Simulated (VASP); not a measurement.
Runs of VASP 6.6.1 on Se. The structure is that of space group P3_221 (No. 154), or close to it. The cells are those of the table. 

```csv
task,cell,gap on the mesh (eV),pressure (GPa),largest force (eV/Å)
single point,"a = 4.355, b = 4.355, c = 5.098 Å, angles 90.0, 90.0, 120.0°, 3 atoms",0.82,-0.9,0.57
electric field gradients,"a = 4.355, b = 4.355, c = 4.801 Å, angles 90.0, 90.0, 120.0°, 3 atoms",1.17,4.6,1.47
single point,"a = 4.355, b = 4.355, c = 4.850 Å, angles 90.0, 90.0, 120.0°, 3 atoms",1.16,(a),1.30
single point,"a = 4.355, b = 4.355, c = 4.801 Å, angles 90.0, 90.0, 120.0°, 3 atoms",1.17,4.6,1.47
electric field gradients,"a = 4.355, b = 4.355, c = 4.900 Å, angles 90.0, 90.0, 120.0°, 3 atoms",(b),2.6,1.13
single point,"a = 4.355, b = 4.355, c = 5.048 Å, angles 90.0, 90.0, 120.0°, 3 atoms",0.88,-0.1,0.70
single point,"a = 4.355, b = 4.355, c = 4.999 Å, angles 90.0, 90.0, 120.0°, 3 atoms",0.94,0.8,0.83
```

Alike in all rows: level LDA; potentials or basis VASP PAW LDA potentials, release 64 (Se); no spin polarisation; k mesh 8 × 8 × 6; cutoff (eV) 520; smearing fermi-dirac 0.03 eV.

Task: Estimate the missing entries.

Result: (a) 3.6; (b) 1.09.

Caveats: forces of over 1 eV/Å act on the atoms, so gaps and moduli don't describe the material at rest (at least some runs); the cell stands under pressure (at least some runs).

A k mesh can miss the band edges, and the runs leave out spin-orbit coupling on Se.
